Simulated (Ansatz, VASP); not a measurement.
# Two plane-wave programs on WSe2

```
W Se
1.0
     3.27025    0.00000    0.00000
    -1.63513    2.83212    0.00000
     0.00000    0.00000   16.66122
W Se
1 2
Cartesian
  0.0000 0.0000 0.0000
  0.0000 1.8881 1.6728
  0.0000 1.8881 14.9884
```

Alike in both runs: functional PBEsol; k mesh 12 × 12 × 2; occupations gaussian, width 0.02 eV; no spin polarisation.

Ansatz relaxed the structure, and its values are those at the end. VASP's run is a single point on that final structure, the one shown.

|  | VASP | Ansatz |
| --- | --- | --- |
| version | VASP 6.6.1 | Ansatz 0.2.0 |
| potentials or method | VASP PAW PBE potentials, release 64 (W_sv, Se), cutoff 520 eV | scalar-relativistic, plane waves, PAW |
| valence electrons in the cell | 26 | 46 |

VASP gave:

| Quantity | Value |
| --- | --- |
| gap on the k mesh at the Fermi level (eV) | 1.69 |
| least direct gap on the mesh (eV) | 1.69 |
| rms of the force components (eV/Å) | 0.028 |

Task: What did Ansatz give for the same quantities?

Result: gap on the k mesh at the Fermi level (eV): 1.69; least direct gap on the mesh (eV): 1.69; rms of the force components (eV/Å): 0.001.

VASP's potentials were made for PBE, not for PBEsol. With one functional, cell and mesh, what is left measures potentials, basis and numerics. VASP's potentials hold 26 valence electrons a cell and Ansatz's 46, so a difference there can come from the potentials and not from the codes. Ansatz's warnings: xc potential rough in thin density.

Neither program's run includes spin-orbit coupling.
